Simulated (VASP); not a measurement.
# TiSi2 (Cmcm) in VASP: single point with r2SCAN

Aim: the single point of TiSi2 with r2SCAN.

Everything below comes from runs of VASP 6.6.1. Logs are shortened: lines on timing, memory, paths and dates and some standing lists are left out, and cuts for length are marked.

### 1 The cell of the first run

It takes space group Cmcm (No. 63, orthorhombic). The conventional cell has a = 3.530 Å, b = 13.519 Å, c = 3.565 Å, α = 90.00°, β = 90.00°, γ = 90.00°. Within 3.6 Å of Ti (site symmetry m2m) lie 10 Si at 2.58 to 2.81 Å and 6 Ti at 3.31 to 3.57 Å. Within 3.2 Å of Si (site symmetry m2m) lie 6 Si at 2.38 to 3.15 Å and 6 Ti at 2.58 to 2.81 Å. Si (site symmetry m2m) has 8 Si at 2.51 to 3.15 Å and 4 Ti at 2.66 to 2.67 Å within 3.3 Å.

### 2 Single point, r2SCAN

POSCAR

```
TiSi2
1.0
    1.7651050200     -6.7592815400      0.0000000000
    1.7651050200      6.7592815400      0.0000000000
    0.0000000000      0.0000000000      3.5651739700
Ti Si
2 4
Direct
    0.8968819200      0.1031180800      0.7500000000
    0.1031180800      0.8968819200      0.2500000000
    0.5582514500      0.4417485500      0.7500000000
    0.4417485500      0.5582514500      0.2500000000
    0.2496851800      0.7503148200      0.7500000000
    0.7503148200      0.2496851800      0.2500000000
```

INCAR.step1

```
SYSTEM = TiSi2
ALGO     = Normal         ! electronic algorithm
EDIFF    = 1E-4           ! SCF threshold, eV
ENCUT    = 520            ! plane-wave cutoff, eV
GGA      = PE             ! functional
ISMEAR   = 0              ! smearing method
LASPH    = .TRUE.         ! aspherical terms in the spheres
LCHARG   = .FALSE.        ! write CHGCAR
LREAL    = .FALSE.        ! projectors in reciprocal space
LWAVE    = .TRUE.         ! write WAVECAR
NBANDS   = 29             ! bands
NELM     = 80             ! most SCF steps
PREC     = Accurate       ! precision mode
SIGMA    = 0.1            ! smearing width, eV
```

INCAR.step2

```
SYSTEM = TiSi2
ALGO     = Normal         ! electronic algorithm
EDIFF    = 1E-7           ! SCF threshold, eV
ENCUT    = 520            ! plane-wave cutoff, eV
ISIF     = 2              ! what is computed and relaxed
ISMEAR   = 0              ! smearing method
ISTART   = 1            
LASPH    = .TRUE.         ! aspherical terms in the spheres
LCHARG   = .FALSE.        ! write CHGCAR
LMIXTAU  = .TRUE.       
LREAL    = .FALSE.        ! projectors in reciprocal space
LWAVE    = .FALSE.        ! write WAVECAR
METAGGA  = R2SCAN         ! meta-GGA
NBANDS   = 29             ! bands
NELM     = 80             ! most SCF steps
PREC     = Accurate       ! precision mode
SIGMA    = 0.1            ! smearing width, eV
```

KPOINTS

```
k-points
0
G
  6 6 6
  0 0 0
```

Potentials or basis: VASP PAW PBE potentials, release 64 (Ti_sv, Si).

Launch:

```bash
$ cat potpaw_PBE.64/Ti_sv/POTCAR potpaw_PBE.64/Si/POTCAR > POTCAR
$ cp INCAR.step1 INCAR
$ mpirun -np 1 vasp_std > vasp.out
$ cp INCAR.step2 INCAR
$ mpirun -np 1 vasp_std > vasp.out
```

OUTCAR:

```text
SYSTEM = TiSi2
   EDIFF = 1E-7
   ENCUT = 520
   ISIF = 2
   ISMEAR = 0
   ISTART = 1
   LASPH = .TRUE.
   LREAL = .FALSE.
   METAGGA = R2SCAN
   NELM = 80
   PREC = Accurate

 ion  position               nearest neighbor table
   1  0.897  0.103  0.750-   4 2.58   4 2.58   4 2.58   4 2.58   5 2.66   5 2.66   6 2.67   6 2.67
                             3 2.81   3 2.81
   2  0.103  0.897  0.250-   3 2.58   3 2.58   3 2.58   3 2.58   6 2.66   6 2.66   5 2.67   5 2.67
                             4 2.81   4 2.81
   3  0.558  0.442  0.750-   4 2.38   4 2.38   2 2.58   2 2.58   2 2.58   2 2.58   1 2.81   1 2.81
                             5 3.13   5 3.13
   4  0.442  0.558  0.250-   3 2.38   3 2.38   1 2.58   1 2.58   1 2.58   1 2.58   2 2.81   2 2.81
                             6 3.13   6 3.13
   5  0.250  0.750  0.750-   6 2.51   6 2.51   6 2.51   6 2.51   1 2.66   1 2.66   2 2.67   2 2.67
                             3 3.13   3 3.13
   6  0.750  0.250  0.250-   5 2.51   5 2.51   5 2.51   5 2.51   2 2.66   2 2.66   1 2.67   1 2.67
                             4 3.13   4 3.13

  LATTYP: Found a base centered orthorhombic cell.
 ALAT       =     3.5302100400
 B/A-ratio  =     3.8293934148
 C/A-ratio  =     1.0099042067

  Lattice vectors:

 A1 = (   1.7651050200,  -6.7592815400,   0.0000000000)
 A2 = (   1.7651050200,   6.7592815400,   0.0000000000)
 A3 = (   0.0000000000,   0.0000000000,   3.5651739700)

Analysis of symmetry for initial positions (statically):
=====================================================================
 Subroutine PRICEL returns:
 Original cell was already a primitive cell.

 Routine SETGRP: Setting up the symmetry group for a
 base centered orthorhombic supercell.

 Subroutine GETGRP returns: Found  8 space group operations
 (whereof  4 operations were pure point group operations)
 out of a pool of  8 trial point group operations.

The static configuration has the point symmetry C_2h.
 The point group associated with its full space group is D_2h.

Analysis of symmetry for dynamics (positions and initial velocities):
=====================================================================
 Subroutine PRICEL returns:
 Original cell was already a primitive cell.

 Routine SETGRP: Setting up the symmetry group for a
 base centered orthorhombic supercell.

 Subroutine GETGRP returns: Found  8 space group operations
 (whereof  4 operations were pure point group operations)
 out of a pool of  8 trial point group operations.

The dynamic configuration has the point symmetry C_2h.
 The point group associated with its full space group is D_2h.

 Subroutine INISYM returns: Found  8 space group operations
 (whereof  4 operations are pure point group operations),
 and found     1 'primitive' translations

----------------------------------------------------------------------------------------

                                     Primitive cell

  volume of cell :      85.0711

  direct lattice vectors                    reciprocal lattice vectors
     1.765105020 -6.759281540  0.000000000     0.283269264 -0.073972359  0.000000000
     1.765105020  6.759281540  0.000000000     0.283269264  0.073972359  0.000000000
     0.000000000  0.000000000  3.565173970     0.000000000  0.000000000  0.280491221

  length of vectors
     6.985948945  6.985948945  3.565173970     0.292768485  0.292768485  0.280491221

  position of ions in fractional coordinates (direct lattice)
     0.896881920  0.103118080  0.750000000
     0.103118080  0.896881920  0.250000000
     0.558251450  0.441748550  0.750000000
     0.441748550  0.558251450  0.250000000
     0.249685180  0.750314820  0.750000000
     0.750314820  0.249685180  0.250000000

  ion indices of the primitive-cell ions
   primitive index   ion index
                 1           1
                 2           2
                 3           3
                 4           4
                 5           5
                 6           6

----------------------------------------------------------------------------------------

 KPOINTS: k-points

Automatic generation of k-mesh.
 Grid dimensions read from file:
 generate k-points for:    6    6    6

 Generating k-lattice:

  Cartesian coordinates                     Fractional coordinates (reciprocal lattice)
     0.047211544 -0.012328726  0.000000000     0.166666667  0.000000000  0.000000000
     0.047211544  0.012328726  0.000000000     0.000000000  0.166666667  0.000000000
     0.000000000  0.000000000  0.046748537     0.000000000  0.000000000  0.166666667

  Length of vectors
     0.048794748  0.048794748  0.046748537

  Shift w.r.t. Gamma in fractional coordinates (k-lattice)
     0.000000000  0.000000000  0.000000000

 Subroutine IBZKPT returns following result:
 ===========================================

 Found     52 irreducible k-points:

 Following reciprocal coordinates:
            Coordinates               Weight
  0.000000  0.000000  0.000000      1.000000
  0.166667  0.000000  0.000000      4.000000
  0.333333  0.000000  0.000000      4.000000
  0.500000  0.000000  0.000000      2.000000
  0.166667  0.166667  0.000000      2.000000
  0.333333  0.166667  0.000000      4.000000
[... 16 lines left out ...]
  0.333333  0.333333  0.166667      4.000000
  0.500000  0.333333  0.166667      8.000000
 [... further k-points ...]
   k-points           NKPTS =     52   k-points in BZ     NKDIM =     52   number of bands    NBANDS=     29
   number of dos      NEDOS =    301   number of ions     NIONS =      6
   total plane-waves  NPLWV =  81648
   dimension x,y,z NGX =    54 NGY =   54 NGZ =   28
   dimension x,y,z NGXF=   108 NGYF=  108 NGZF=   56
   ions per type =               2   4
   NGX,Y,Z   is equivalent  to a cutoff of  12.85, 12.85, 13.06 a.u.
   NGXF,Y,Z  is equivalent  to a cutoff of  25.70, 25.70, 26.11 a.u.
 SYSTEM =  TiSi2
   PREC   = accura    normal or accurate (medium, high low for compatibility)
   ISTART =      1    job   : 0-new  1-cont  2-samecut
   ICHARG =      0    charge: 1-file 2-atom 10-const
   ISPIN  =      1    spin polarized calculation?
   LNONCOLLINEAR =      F non collinear calculations
   LSORBIT =      F    spin-orbit coupling
   LASPH  =      T    aspherical Exc in radial PAW
   ENCUT  =  520.0 eV  38.22 Ry    6.18 a.u.  12.99 12.99  6.63*2*pi/ulx,y,z
   NELM   =     80;   NELMIN=  2; NELMDL=  0     # of ELM steps
   EDIFF  = 0.1E-06   stopping-criterion for ELM
   LREAL  =      F    real-space projection
   EDIFFG = 0.1E-05   stopping-criterion for IOM
   NSW    =      0    number of steps for IOM
   IBRION =     -1    ionic relax: 0-MD 1-quasi-New 2-CG
   NFREE  =      0    steps in history (QN), initial steepest desc. (CG)
   ISIF   =      2    stress and relaxation
   ISYM   =      2    0-nonsym 1-usesym 2-fastsym
   POTIM  = 0.5000    time-step for ionic-motion
   TEBEG  =    0.0;   TEEND  =   0.0 temperature during run
   PSTRESS=    0.0 pullay stress
   NELECT =      40.0000    total number of electrons
   NUPDOWN=      -1.0000    fix difference up-down
   EMIN   =  10.00;   EMAX   =-10.00  energy-range for DOS
   EFERMI =   0.00;   METHOD = LEGACY
   ISMEAR =     0;   SIGMA  =   0.10  broadening in eV -4-tet -1-fermi 0-gaus
   EFERMI_NEDOS =   21; number of points for ismear=-14 and -15
   IALGO  =     38    algorithm
   IMIX   =      4    mixing-type and parameters
     AMIX     =   0.40;   BMIX     =  1.00
     AMIX_MAG =   1.60;   BMIX_MAG =  1.00
  volume/ion in A,a.u.               =      14.18        95.68
  Fermi-wavevector in a.u.,A,eV,Ry     =   1.273017  2.405653 22.049227  1.620572
  Thomas-Fermi vector in A             =   2.405864
   LORBIT       =      0    0 simple, 1 ext, 2 COOP (PROOUT), +10 PAW based schemes
   METAGGA = R2SCAN    functional components
   LHFCALC =     F    Hartree Fock is set to
   AEXX    =    0.0000 exact exchange contribution
   IVDW    =     0    specifies the selected vdW correction
   LEPSILON=     F    determine dielectric tensor
   LRPA    =     F    only Hartree local field effects (RPA)
 non-spin polarized calculation
 Gauss-broadening in eV      SIGMA  =   0.10
  energy-cutoff  :      520.00
  volume of cell :       85.07
 maximum number of plane-waves:      2318
 NGX is ok and might be reduce to    54
   NGX = 25   NGY = 25   NGZ = 13

 number of electron      40.0000004 magnetization

 Free energy of the ion-electron system (eV)
  ---------------------------------------------------
  ext. energy  EPLUGINS =         0.00000000
  ---------------------------------------------------
  free energy    TOTEN  =       -64.26856381 eV

  energy without entropy =      -64.26003326  energy(sigma->0) =      -64.26429854

 E-fermi :  10.6122     XC(G=0): -12.4357

 val. band max:       10.5751127059   @ k =   0.5000   0.1667   0.0000
 cond. band min:      10.6493730015   @ k =   0.5000   0.3333   0.1667
 fundamental gap:      0.0742602956
 Fermi energy:        10.6121788933

 k-point     1 :       0.0000    0.0000    0.0000
  band No.  band energies     occupation
      1     -48.5976      2.00000
      2     -48.5877      2.00000
      3     -23.9191      2.00000
      4     -23.8692      2.00000
      5     -23.8576      2.00000
      6     -23.8551      2.00000
[... 21 lines left out ...]
     28      13.7464      0.00000
     29      13.9307      0.00000

 k-point     2 :       0.1667    0.0000    0.0000
  band No.  band energies     occupation
      1     -48.5963      2.00000
      2     -48.5866      2.00000
      3     -23.9154      2.00000
      4     -23.8896      2.00000
      5     -23.8735      2.00000
      6     -23.8556      2.00000
[... 21 lines left out ...]
     28      13.8558      0.00000
     29      14.1067      0.00000

 k-point     3 :       0.3333    0.0000    0.0000
  band No.  band energies     occupation
      1     -48.5939      2.00000
      2     -48.5844      2.00000
      3     -23.9305      2.00000
      4     -23.9107      2.00000
      5     -23.9071      2.00000
      6     -23.8515      2.00000
[... 638 lines left out ...]
      5     -23.9017      2.00000
      6     -23.8718      2.00000
[... 21 lines left out ...]
     28      14.0009      0.00000
     29      14.6541      0.00000

 k-point    24 :       0.5000    0.3333    0.1667
  band No.  band energies     occupation
      1     -48.5946      2.00000
      2     -48.5864      2.00000
      3     -23.9079      2.00000
      4     -23.8867      2.00000
      5     -23.8769      2.00000
      6     -23.8721      2.00000
[... 21 lines left out ...]
     28      14.2092      0.00000
     29      14.5226      0.00000

 [... further k-points ...]

------------------------ aborting loop because EDIFF is reached ----------------------------------------

  FORCE on cell =-STRESS in cart. coord.  units (eV):
  Direction    XX          YY          ZZ          XY          YZ          ZX
  --------------------------------------------------------------------------------------
  -------------------------------------------------------------------------------------
  Total        0.1312432      0.1708519     -0.0661910      0.0000000      0.0000000      0.0000000
  in kB        2.4717557      3.2177226     -1.2466013      0.0000000      0.0000000      0.0000000
  external PRESSURE =       1.4809590 kB  Pullay stress =       0.0000000 kB

 VOLUME and BASIS-vectors are now :
 -----------------------------------------------------------------------------
  energy-cutoff  :      520.00
  volume of cell :       85.07
      direct lattice vectors                 reciprocal lattice vectors
     1.765105020 -6.759281540  0.000000000     0.283269264 -0.073972359  0.000000000
     1.765105020  6.759281540  0.000000000     0.283269264  0.073972359  0.000000000
     0.000000000  0.000000000  3.565173970     0.000000000  0.000000000  0.280491221

 POSITION                                       TOTAL-FORCE (eV/Angst)
 -----------------------------------------------------------------------------------
      1.76511     -5.36527      2.67388         0.000000     -0.015282      0.000000
      1.76511      5.36527      0.89129         0.000000      0.015282     -0.000000
      1.76511     -0.78748      2.67388         0.000000     -0.039683     -0.000000
      1.76511      0.78748      0.89129         0.000000      0.039683     -0.000000
      1.76511      3.38390      2.67388         0.000000      0.032366     -0.000000
      1.76511     -3.38390      0.89129         0.000000     -0.032366     -0.000000
 -----------------------------------------------------------------------------------
    total drift:                                0.000000      0.000000      0.000000

  FREE ENERGIE OF THE ION-ELECTRON SYSTEM (eV)
  ---------------------------------------------------
  free  energy   TOTEN  =       -64.2685638131 eV

  energy  without entropy=      -64.2600332609  energy(sigma->0) =      -64.26429854
```

Run time: 20 min. Hardware: 1 thread of Intel Xeon 8259CL, shared host; peak memory 0.36 GiB.

Results:

```
Free energy            : -64.2686 eV
Pressure               : 0.1 GPa
Largest force          : 0.040 eV/Å
Band gap on the k mesh : zero (bands 20 and 21 overlap by 1.03 eV)
```

Forces in eV/Å, atoms in the order of the input:
```
Ti   0.000 -0.015  0.000
Ti   0.000  0.015  0.000
Si   0.000 -0.040  0.000
Si   0.000  0.040  0.000
Si   0.000  0.032  0.000
Si   0.000 -0.032  0.000
```

Stress tensor (GPa, compression positive):
```
 0.25  0.00  0.00
 0.00  0.32  0.00
 0.00  0.00 -0.12
```

Caveat: the PAW data sets were made with another functional, which shifts forces and pressure a little.
